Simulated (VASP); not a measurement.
Here is a VASP 6.6.1 calculation.

File INCAR:

```
PREC     = Accurate       # precision mode
ENCUT    = 520            # plane-wave cutoff, eV
EDIFF    = 1E-7           # SCF threshold, eV
ISMEAR   = 1              # smearing method
SIGMA    = 0.1            # smearing width, eV
LREAL    = False          # projectors in reciprocal space
LASPH    = True           # aspherical terms in the spheres
NELM     = 60             # most SCF steps
ALGO     = Normal         # electronic algorithm
ISIF     = 2              # what is computed and relaxed
LWAVE    = False          # write WAVECAR
LCHARG   = False          # write CHGCAR
GGA      = PE             # functional
NBANDS   = 20             # bands
```

KPOINTS

```
regular mesh
0
Gamma
  7 7 7
```

File POSCAR:

```
GaC3
1.0
    3.2791483830      0.0000000000      0.0000000000
    0.0000000000      3.2791483830      0.0000000000
    0.0000000000      0.0000000000      3.2791483830
Ga C
1 3
Direct
    0.0000000000      0.0000000000      0.0000000000
    0.0000000000      0.5000000000      0.5000000000
    0.5000000000      0.0000000000      0.5000000000
    0.5000000000      0.5000000000      0.0000000000
```

Potentials or basis: VASP PAW PBE potentials, release 64 (Ga_d, C).

The run is started by

```bash
$ cat potpaw_PBE.64/Ga_d/POTCAR potpaw_PBE.64/C/POTCAR > POTCAR
$ mpirun -np 1 vasp_std > vasp.out
```

Problem. What does it give for the pressure?

Solution. 8.4 GPa.
